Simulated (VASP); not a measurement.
Input of a VASP 6.6.1 run:

Contents of INCAR:

```
SYSTEM = TiAl
PREC = Accurate
ENCUT = 520
EDIFF = 1E-6
ISMEAR = 0
SIGMA = 0.15
LREAL = .False.
LASPH = .True.
NELM = 60
ALGO = Fast
ISIF = 2
LWAVE = .False.
LCHARG = .True.
GGA = CA
LELF = .True.
LVHAR = .True.
NBANDS = 14
```

File KPOINTS:

```
regular mesh
0
Gamma
  16 16 16
  0 0 0
```

The input POSCAR:

```
TiAl
1.0
    3.2093764888      0.0000000000      0.0000000000
    0.0000000000      3.2093764888      0.0000000000
    0.0000000000      0.0000000000      2.8714291445
Ti Al
1 1
Direct
    0.0000000000      0.0000000000      0.0000000000
    0.5000000000      0.5000000000      0.5000000000
```

Potentials or basis: VASP PAW LDA potentials, release 64 (Ti_sv, Al).

The run is started by

```console
$ cat potpaw_LDA.64/Ti_sv/POTCAR potpaw_LDA.64/Al/POTCAR > POTCAR
$ mpirun -np 1 vasp_std > vasp.out
```

**Question.** What does it give for the pressure?

**Answer.** 4.7 GPa.

**Question.** What does it give for the band gap on the k mesh?

**Answer.** Zero (an odd number of electrons rules out a gap without spin polarisation).

Stress tensor (GPa, compression positive):
```
5.14 0.00 0.00
0.00 5.14 0.00
0.00 0.00 3.91
```

Caveat: the cell stands under pressure.
